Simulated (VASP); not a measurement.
A run of VASP 6.6.1:

File INCAR:

```
PREC = Accurate
ENCUT = 520
EDIFF = 1E-7
ISMEAR = 0
SIGMA = 0.1
LREAL = False
LASPH = True
NELM = 100
ALGO = Normal
ISIF = 2
LWAVE = False
LCHARG = False
GGA = PE
NBANDS = 28
```

KPOINTS

```
Automatic mesh
0
Gamma
  4 4 6
```

Contents of POSCAR:

```
Al2B2As
1.0
    5.5797023500      0.0000000000      0.0000000000
    0.0000000000      5.5797023500      0.0000000000
    0.0000000000      0.0000000000      3.6687779900
Al B As
4 4 2
Direct
    0.3624000000      0.8624000000      0.5000000000
    0.1376000000      0.3624000000      0.5000000000
    0.6376000000      0.1376000000      0.5000000000
    0.8624000000      0.6376000000      0.5000000000
    0.1618999900      0.6618999900      0.5000000000
    0.3381000100      0.1618999900      0.5000000000
    0.8381000100      0.3381000100      0.5000000000
    0.6618999900      0.8381000100      0.5000000000
    0.0000000000      0.0000000000      0.0000000000
    0.5000000000      0.5000000000      0.0000000000
```

Potentials or basis: VASP PAW PBE potentials, release 64 (Al, B, As).

Run with:

```console
$ cat potpaw_PBE.64/Al/POTCAR potpaw_PBE.64/B/POTCAR potpaw_PBE.64/As/POTCAR > POTCAR
$ mpirun -np 1 vasp_std > vasp.out
```

Hardware: 1 thread of Intel Xeon 6975P-C, on a shared host.

Q: How long does it take, and how much memory?

A: It took 96 s on 1 thread of Intel Xeon 6975P-C (shared host), peak memory 0.24 GiB. Counts: scf iterations 16, k points 24.
